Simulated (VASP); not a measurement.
# Li (a cell with a defect) in VASP: single point with PBE

Aim: the single point of Li (a cell with a defect) with PBE.

All numbers are computed with VASP 6.6.1; they aren't measurements. Logs are shortened: lines on timing, memory, paths and dates and some standing lists are left out, and cuts for length are marked.

**1. The cell of the first run**

The cell holds a defect, 17 atoms: a = 6.980 Å, b = 6.980 Å, c = 6.980 Å, α = 90.00°, β = 90.00°, γ = 90.00°.

**2. Single point, PBE**

The input, INCAR:

```
SYSTEM = Li
ALGO = Normal
EDIFF = 1E-7
ENCUT = 520
GGA = PE
ISIF = 2
ISMEAR = -1
LASPH = .True.
LCHARG = .True.
LELF = .True.
LREAL = Auto
LVHAR = .True.
LWAVE = .False.
NBANDS = 40
NELM = 100
PREC = Accurate
SIGMA = 0.15
```

The input, KPOINTS:

```
k-points
0
Gamma
  3 3 3
  0 0 0
```

The input, POSCAR:

```
Li
1.0
    6.9800000000      0.0000000000      0.0000000000
    0.0000000000      6.9800000000      0.0000000000
    0.0000000000      0.0000000000      6.9800000000
Li
17
Direct
    0.0162491404     -0.0117961318      0.0156696275
    0.5180584527     -0.0107297994      0.0455418338
    0.0180422636      0.4922358166     -0.0602704871
    0.0173661891     -0.0121186246      0.5133012894
    0.2016753582      0.3029560172      0.2129995702
    0.5168555874      0.4886521490      0.0174630372
    0.3933113181      0.1138777937      0.4512918338
    0.7736627507      0.2450346705      0.2578412607
    0.0191147564      0.4892425501      0.5297524355
    0.2618305158      0.7344939828      0.2566296562
    0.2763756447      0.2304171920      0.7899136103
    0.5170740688      0.4900889685      0.5112616046
    0.8289557307      0.6766813754      0.2172558739
    0.7428726361      0.2158210602      0.7487224928
    0.2935055874      0.7650873926      0.7488623209
    0.7577451289      0.7463217765      0.7895786533
    0.6375300860      0.8709037249      0.4565128940
```

Potentials or basis: VASP PAW PBE potentials, release 64 (Li_sv).

Run with:

```bash
$ cat potpaw_PBE.64/Li_sv/POTCAR > POTCAR
$ mpirun -np 1 vasp_std > vasp.out
```

OUTCAR:

```text
SYSTEM = Li
   EDIFF = 1E-7
   ENCUT = 520
   GGA = PE
   ISIF = 2
   ISMEAR = -1
   LASPH = .True.
   LREAL = Auto
   NELM = 100
   PREC = Accurate

 ion  position               nearest neighbor table
   1  0.016  0.988  0.016-
   2  0.518  0.989  0.046-
   3  0.018  0.492  0.940-
   4  0.017  0.988  0.513-
   5  0.202  0.303  0.213-   7 2.51
   6  0.517  0.489  0.017-
   7  0.393  0.114  0.451-  17 2.40   5 2.51
   8  0.774  0.245  0.258-
   9  0.019  0.489  0.530-
  10  0.262  0.734  0.257-
  11  0.276  0.230  0.790-
  12  0.517  0.490  0.511-
  13  0.829  0.677  0.217-  17 2.53
  14  0.743  0.216  0.749-
  15  0.294  0.765  0.749-
  16  0.758  0.746  0.790-
  17  0.638  0.871  0.457-   7 2.40  13 2.53

  LATTYP: Found a simple cubic cell.
 ALAT       =     6.9800000000

  Lattice vectors:

 A1 = (   6.9800000000,   0.0000000000,   0.0000000000)
 A2 = (   0.0000000000,   6.9800000000,   0.0000000000)
 A3 = (   0.0000000000,   0.0000000000,   6.9800000000)

Analysis of symmetry for initial positions (statically):
=====================================================================
 Subroutine PRICEL returns:
 Original cell was already a primitive cell.

 Routine SETGRP: Setting up the symmetry group for a
 simple cubic supercell.

 Subroutine GETGRP returns: Found  1 space group operations
 (whereof  1 operations were pure point group operations)
 out of a pool of 48 trial point group operations.

The static configuration has the point symmetry C_1 .

Analysis of symmetry for dynamics (positions and initial velocities):
=====================================================================
 Subroutine PRICEL returns:
 Original cell was already a primitive cell.

 Routine SETGRP: Setting up the symmetry group for a
 simple cubic supercell.

 Subroutine GETGRP returns: Found  1 space group operations
 (whereof  1 operations were pure point group operations)
 out of a pool of 48 trial point group operations.

The dynamic configuration has the point symmetry C_1 .

 Subroutine INISYM returns: Found  1 space group operations
 (whereof  1 operations are pure point group operations),
 and found     1 'primitive' translations

----------------------------------------------------------------------------------------

                                     Primitive cell

  volume of cell :     340.0684

  direct lattice vectors                    reciprocal lattice vectors
     6.980000000  0.000000000  0.000000000     0.143266476  0.000000000  0.000000000
     0.000000000  6.980000000  0.000000000     0.000000000  0.143266476  0.000000000
     0.000000000  0.000000000  6.980000000     0.000000000  0.000000000  0.143266476

  length of vectors
     6.980000000  6.980000000  6.980000000     0.143266476  0.143266476  0.143266476

  position of ions in fractional coordinates (direct lattice)
     0.016249140  0.988203868  0.015669628
     0.518058453  0.989270201  0.045541834
     0.018042264  0.492235817  0.939729513
     0.017366189  0.987881375  0.513301289
     0.201675358  0.302956017  0.212999570
     0.516855587  0.488652149  0.017463037
[... 9 lines left out ...]
     0.757745129  0.746321776  0.789578653
     0.637530086  0.870903725  0.456512894

  ion indices of the primitive-cell ions
   primitive index   ion index
                 1           1
                 2           2
                 3           3
                 4           4
                 5           5
                 6           6
[... 9 lines left out ...]
                16          16
                17          17

----------------------------------------------------------------------------------------

 KPOINTS: k-points

Automatic generation of k-mesh.
 Grid dimensions read from file:
 generate k-points for:    3    3    3

 Generating k-lattice:

  Cartesian coordinates                     Fractional coordinates (reciprocal lattice)
     0.047755492  0.000000000  0.000000000     0.333333333  0.000000000  0.000000000
     0.000000000  0.047755492  0.000000000     0.000000000  0.333333333  0.000000000
     0.000000000  0.000000000  0.047755492     0.000000000  0.000000000  0.333333333

  Length of vectors
     0.047755492  0.047755492  0.047755492

  Shift w.r.t. Gamma in fractional coordinates (k-lattice)
     0.000000000  0.000000000  0.000000000

 Subroutine IBZKPT returns following result:
 ===========================================

 Found     14 irreducible k-points:

 Following reciprocal coordinates:
            Coordinates               Weight
  0.000000  0.000000  0.000000      1.000000
  0.333333  0.000000  0.000000      2.000000
  0.000000  0.333333  0.000000      2.000000
  0.000000  0.000000  0.333333      2.000000
  0.333333  0.333333  0.000000      2.000000
  0.000000  0.333333  0.333333      2.000000
  0.333333  0.000000  0.333333      2.000000
 -0.333333  0.333333  0.000000      2.000000
 -0.333333  0.000000  0.333333      2.000000
  0.000000 -0.333333  0.333333      2.000000
  0.333333  0.333333  0.333333      2.000000
 -0.333333  0.333333  0.333333      2.000000
 -0.333333 -0.333333  0.333333      2.000000
  0.333333 -0.333333  0.333333      2.000000
   k-points           NKPTS =     14   k-points in BZ     NKDIM =     14   number of bands    NBANDS=     40
   number of dos      NEDOS =    301   number of ions     NIONS =     17
   total plane-waves  NPLWV = 157464
   dimension x,y,z NGX =    54 NGY =   54 NGZ =   54
   dimension x,y,z NGXF=   108 NGYF=  108 NGZF=  108
   ions per type =              17
   NGX,Y,Z   is equivalent  to a cutoff of  12.86, 12.86, 12.86 a.u.
   NGXF,Y,Z  is equivalent  to a cutoff of  25.72, 25.72, 25.72 a.u.
 SYSTEM =  Li
   PREC   = accura    normal or accurate (medium, high low for compatibility)
   ISTART =      0    job   : 0-new  1-cont  2-samecut
   ICHARG =      2    charge: 1-file 2-atom 10-const
   ISPIN  =      1    spin polarized calculation?
   LNONCOLLINEAR =      F non collinear calculations
   LSORBIT =      F    spin-orbit coupling
   LASPH  =      T    aspherical Exc in radial PAW
   ENCUT  =  520.0 eV  38.22 Ry    6.18 a.u.  12.98 12.98 12.98*2*pi/ulx,y,z
   NELM   =    100;   NELMIN=  2; NELMDL= -5     # of ELM steps
   EDIFF  = 0.1E-06   stopping-criterion for ELM
   LREAL  =      T    real-space projection
   EDIFFG = 0.1E-05   stopping-criterion for IOM
   NSW    =      0    number of steps for IOM
   IBRION =     -1    ionic relax: 0-MD 1-quasi-New 2-CG
   NFREE  =      0    steps in history (QN), initial steepest desc. (CG)
   ISIF   =      2    stress and relaxation
   ISYM   =      2    0-nonsym 1-usesym 2-fastsym
   POTIM  = 0.5000    time-step for ionic-motion
   TEBEG  =    0.0;   TEEND  =   0.0 temperature during run
   PSTRESS=    0.0 pullay stress
   NELECT =      51.0000    total number of electrons
   NUPDOWN=      -1.0000    fix difference up-down
   EMIN   =  10.00;   EMAX   =-10.00  energy-range for DOS
   EFERMI =   0.00;   METHOD = LEGACY
   ISMEAR =    -1;   SIGMA  =   0.15  broadening in eV -4-tet -1-fermi 0-gaus
   EFERMI_NEDOS =   21; number of points for ismear=-14 and -15
   IALGO  =     38    algorithm
   IMIX   =      4    mixing-type and parameters
     AMIX     =   0.40;   BMIX     =  1.00
     AMIX_MAG =   1.60;   BMIX_MAG =  1.00
  volume/ion in A,a.u.               =      20.00       134.99
  Fermi-wavevector in a.u.,A,eV,Ry     =   0.869780  1.643646 10.293044  0.756517
  Thomas-Fermi vector in A             =   1.988651
   LORBIT       =      0    0 simple, 1 ext, 2 COOP (PROOUT), +10 PAW based schemes
   GGA     = PE    functional components
   LHFCALC =     F    Hartree Fock is set to
   AEXX    =    0.0000 exact exchange contribution
   IVDW    =     0    specifies the selected vdW correction
   LEPSILON=     F    determine dielectric tensor
   LRPA    =     F    only Hartree local field effects (RPA)
 non-spin polarized calculation
  energy-cutoff  :      520.00
  volume of cell :      340.07
 maximum number of plane-waves:      9180
 NGX is ok and might be reduce to    54
   NGX = 25   NGY = 25   NGZ = 25

 number of electron      50.9999995 magnetization

 Free energy of the ion-electron system (eV)
  ---------------------------------------------------
  ext. energy  EPLUGINS =         0.00000000
  ---------------------------------------------------
  free energy    TOTEN  =       -32.01471422 eV

  energy without entropy =      -31.50373289  energy(sigma->0) =      -31.75922356

 E-fermi :   0.6256     XC(G=0):  -7.0712

 val. band max:        0.6254755415   @ k =  -0.3333   0.3333   0.0000
 cond. band min:       0.6393619479   @ k =   0.3333   0.3333   0.0000
 fundamental gap:      0.0138864063
 Fermi energy:         0.6255586838

 k-point     1 :       0.0000    0.0000    0.0000
  band No.  band energies     occupation
      1     -46.0252      2.00000
      2     -45.9892      2.00000
      3     -45.9318      2.00000
      4     -45.9237      2.00000
      5     -45.9099      2.00000
      6     -45.9075      2.00000
[... 29 lines left out ...]
     36       3.6456      0.00000
     37       3.7028      0.00000

 k-point     2 :       0.3333    0.0000    0.0000
  band No.  band energies     occupation
      1     -46.0251      2.00000
      2     -45.9894      2.00000
      3     -45.9318      2.00000
      4     -45.9237      2.00000
      5     -45.9097      2.00000
      6     -45.9077      2.00000
[... 29 lines left out ...]
     36       3.7345      0.00000
     37       3.7783      0.00000

 k-point     3 :       0.0000    0.3333    0.0000
  band No.  band energies     occupation
      1     -46.0251      2.00000
      2     -45.9894      2.00000
      3     -45.9318      2.00000
      4     -45.9237      2.00000
      5     -45.9097      2.00000
      6     -45.9077      2.00000
[... 29 lines left out ...]
     36       3.7311      0.00000
     37       3.7756      0.00000
[... 361 lines left out ...]
 k-point    13 :      -0.3333   -0.3333    0.3333
  band No.  band energies     occupation
      1     -46.0249      2.00000
      2     -45.9895      2.00000
      3     -45.9318      2.00000
      4     -45.9236      2.00000
      5     -45.9097      2.00000
      6     -45.9077      2.00000
[... 29 lines left out ...]
     36       3.4761      0.00000
     37       4.0939      0.00000

 k-point    14 :       0.3333   -0.3333    0.3333
  band No.  band energies     occupation
      1     -46.0249      2.00000
      2     -45.9895      2.00000
      3     -45.9318      2.00000
      4     -45.9236      2.00000
      5     -45.9099      2.00000
      6     -45.9075      2.00000
[... 29 lines left out ...]
     36       3.7800      0.00000
     37       3.9236      0.00000
 [bands above 37 left out]

------------------------ aborting loop because EDIFF is reached ----------------------------------------

  FORCE on cell =-STRESS in cart. coord.  units (eV):
  Direction    XX          YY          ZZ          XY          YZ          ZX
  --------------------------------------------------------------------------------------
  -------------------------------------------------------------------------------------
  Total        0.4915152      0.4482336      1.0103188     -0.7265737     -0.0253556      0.0551403
  in kB        2.3156946      2.1117803      4.7599539     -3.4231346     -0.1194586      0.2597844
  external PRESSURE =       3.0624763 kB  Pullay stress =       0.0000000 kB

 VOLUME and BASIS-vectors are now :
 -----------------------------------------------------------------------------
  energy-cutoff  :      520.00
  volume of cell :      340.07
      direct lattice vectors                 reciprocal lattice vectors
     6.980000000  0.000000000  0.000000000     0.143266476  0.000000000  0.000000000
     0.000000000  6.980000000  0.000000000     0.000000000  0.143266476  0.000000000
     0.000000000  0.000000000  6.980000000     0.000000000  0.000000000  0.143266476

 POSITION                                       TOTAL-FORCE (eV/Angst)
 -----------------------------------------------------------------------------------
      0.11342      6.89766      0.10937         0.001909      0.005990      0.000544
      3.61605      6.90511      0.31788         0.001742      0.001922     -0.004917
      0.12593      3.43581      6.55931        -0.002776     -0.001134     -0.000442
      0.12122      6.89541      3.58284         0.000588      0.001142     -0.000008
      1.40769      2.11463      1.48674         0.002934     -0.000284      0.000606
      3.60765      3.41079      0.12189         0.001115      0.000710     -0.000349
[... 9 lines left out ...]
      5.28906      5.20933      5.51126         0.001570     -0.001780      0.002755
      4.44996      6.07891      3.18646        -0.002638     -0.002048     -0.001553
 -----------------------------------------------------------------------------------
    total drift:                                0.013256      0.000192      0.003918

  FREE ENERGIE OF THE ION-ELECTRON SYSTEM (eV)
  ---------------------------------------------------
  free  energy   TOTEN  =       -32.0147142233 eV

  energy  without entropy=      -31.5037328894  energy(sigma->0) =      -31.75922356
```

Run time: 14 min. Hardware: 1 thread of AMD EPYC 7R13 (Zen 3), shared host; peak memory 0.37 GiB.

What came out:

```yaml
Free_energy: -32.0147 eV
Largest_force: 0.007 eV/Å
```

Forces on the atoms (eV/Å):
```
Li   0.002  0.006  0.001
Li   0.002  0.002 -0.005
Li  -0.003 -0.001  0.000
Li   0.001  0.001  0.000
Li   0.003  0.000  0.001
Li   0.001  0.001  0.000
Li  -0.002 -0.006 -0.001
Li  -0.002 -0.002 -0.003
Li  -0.002  0.003 -0.002
Li   0.000 -0.002  0.002
Li   0.000  0.000 -0.003
Li   0.003  0.004  0.002
Li   0.001  0.002  0.005
Li  -0.002  0.002  0.003
Li   0.000 -0.006  0.001
Li   0.002 -0.002  0.003
Li  -0.003 -0.002 -0.002
```

Caveat: the cutoff is under 1.25 times the usual one of these potentials, so pressure, stress and relaxed cells hold a basis-set (Pulay) error.
